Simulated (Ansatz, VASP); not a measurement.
**Two plane-wave programs on Sr**

INCAR

```
ALGO = Normal
EDIFF = 1E-6
ENCUT = 520
GGA = PS
ISIF = 2
ISMEAR = 0
LASPH = T
LCHARG = F
LREAL = F
LWAVE = F
NBANDS = 11
NELM = 60
PREC = Accurate
SIGMA = 0.03
```

KPOINTS

```
k-points
0
Gamma
  10 10 10
```

POSCAR

```
Sr
1.0
    0.0000000000      3.0423500000      2.8902325000
    3.0423500000      0.0000000000      2.8902325000
    3.0423500000      3.0423500000      0.0000000000
Sr
1
Direct
    0.0000000000      0.0000000000      0.0000000000
```

Input for Ansatz:

```yaml
crystal:
  lattice:
    - [0.0, 3.04235, 2.8902325]
    - [3.04235, 0.0, 2.8902325]
    - [3.04235, 3.04235, 0.0]
  atoms:
    - { symbol: Sr, position: [0.0, 0.0, 0.0] }
basis:
  ecutwfc: 420
kpoints:
  mp_grid: { grid: [10, 10, 10] }
hamiltonian:
  xc: pbesol
scf:
  occupations: { method: gaussian, width: 0.03 }
output:
  forces: true
  stress: true
  eigenvalues: true
  write_density: true
  write_potential: true
  elf: true
  volumetric_format: npy
```

Change from the starting cell: strain +0.000 along x and y, -0.050 along z, atoms carried along.

Alike in both runs: task single point; functional PBEsol; k mesh 10 × 10 × 10; occupations gaussian, width 0.03 eV; no spin polarisation.

|  | VASP | Ansatz |
| --- | --- | --- |
| version | VASP 6.6.1 | Ansatz 0.2.0 |
| potentials or method | VASP PAW PBE potentials, release 64 (Sr_sv), cutoff 520 eV | scalar-relativistic, plane waves, PAW |
| valence electrons in the cell | 10 | 10 |

```csv
,VASP,Ansatz,Ansatz less VASP
gap on the k mesh at the Fermi level (eV),none,none,-
pressure (GPa),-0.4,-0.4,-0.01
"traceless stress, the component that is largest in VASP (GPa)",0.05,0.05,-0.001
```

VASP's potentials were made for PBE, not for PBEsol. A gap of «none» marks a metal or a gap that the smearing closes. With one functional, cell and mesh, what is left measures potentials, basis and numerics.
